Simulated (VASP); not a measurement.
Write the native input for VASP 6.6.1 that does the following.

```yaml
Task: single point
Functional: r2SCAN
Potentials_or_basis: VASP PAW PBE potentials, release 64 (Zr_sv)
Cutoff: 520 eV
k_mesh: 8 × 8 × 8
Occupations: gaussian, width 0.1 eV
Spin: no spin polarisation
Dipole_correction: no
Further_INCAR_settings: ALGO = Normal; EDIFF = 1e-07; NBANDS = 12
```

Crystal: Zr.

```xyz
1
Lattice="0.0000 2.1874 2.1874 2.1874 0.0000 2.1874 2.1874 2.1874 0.0000" Properties=species:S:1:pos:R:3 pbc="T T T"
Zr    0.0000    0.0000    0.0000
```

These files were run (other wordings do the same):

POSCAR

```
Zr
1.0
    0.0000000000      2.1874114473      2.1874114473
    2.1874114473      0.0000000000      2.1874114473
    2.1874114473      2.1874114473      0.0000000000
Zr
1
Direct
    0.0000000000      0.0000000000      0.0000000000
```

INCAR.step1

```
ALGO = Normal
EDIFF = 1E-4
ENCUT = 520
GGA = PE
ISMEAR = 0
LASPH = True
LCHARG = False
LREAL = False
LWAVE = True
NBANDS = 12
NELM = 80
PREC = Accurate
SIGMA = 0.1
```

INCAR.step2

```
ALGO = Normal
EDIFF = 1E-7
ENCUT = 520
ISIF = 2
ISMEAR = 0
ISTART = 1
LASPH = True
LCHARG = True
LELF = True
LMIXTAU = True
LREAL = False
LVHAR = True
LWAVE = False
METAGGA = R2SCAN
NBANDS = 12
NELM = 80
PREC = Accurate
SIGMA = 0.1
```

KPOINTS

```
k-points
0
Gamma
  8 8 8
```

Potentials or basis: VASP PAW PBE potentials, release 64 (Zr_sv).

The run is started by

```sh
$ cat potpaw_PBE.64/Zr_sv/POTCAR > POTCAR
$ cp INCAR.step1 INCAR
$ mpirun -np 1 vasp_std > vasp.out
$ cp INCAR.step2 INCAR
$ mpirun -np 1 vasp_std > vasp.out
```

It gave:

```
Pressure               : 11.2 GPa
Band gap on the k mesh : zero (band 6 reaches 11.30 eV, above the bottom of band 7 at 9.71 eV)
```

Caveat: the PAW data sets were made with another functional, which shifts forces and pressure a little.

Run time: 24 s on 1 thread of Intel(R) Xeon(R) Platinum 8488C (Sapphire Rapids), on a shared host, peak memory 0.14 GiB.
